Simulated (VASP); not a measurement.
Runs of VASP 6.6.1 on Rh. The structure is that of space group Fm-3m (No. 225), or close to it. The cells are those of the table. 

| task | cell | gap on the mesh (eV) | pressure (GPa) |
| --- | --- | --- | --- |
| electric field gradients | a = 2.742 Å, angles 60.0°, 1 atom | none | -23.4 |
| electric field gradients | a = 2.680 Å, angles 60.0°, 1 atom | none | (a) |
| electric field gradients | a = 2.671 Å, angles 60.0°, 1 atom | none | -4.8 |
| single point | a = 2.662, b = 2.662, c = 2.689 Å, angles 59.7, 59.7, 60.7°, 1 atom | none | -4.8 |
| electric field gradients | a = 2.707 Å, angles 60.0°, 1 atom | none | -15.3 |
| electric field gradients | a = 2.725 Å, angles 60.0°, 1 atom | none | (b) |
| electric field gradients | a = 2.653 Å, angles 60.0°, 1 atom | none | 1.5 |

Alike in all rows: level LDA; potentials or basis VASP PAW LDA potentials, release 64 (Rh_pv); no spin polarisation; k mesh 16 × 16 × 16; cutoff (eV) 520; smearing fermi-dirac 0.03 eV.

**Question.** Fill in the values left out.

**Answer.** (a) -7.7; (b) -19.6.

Caveats: the cell stands under tension (at least some runs).

A k mesh can miss the band edges, and the runs leave out spin-orbit coupling on Rh.

A gap of «none» marks levels without a gap at the run's occupations.
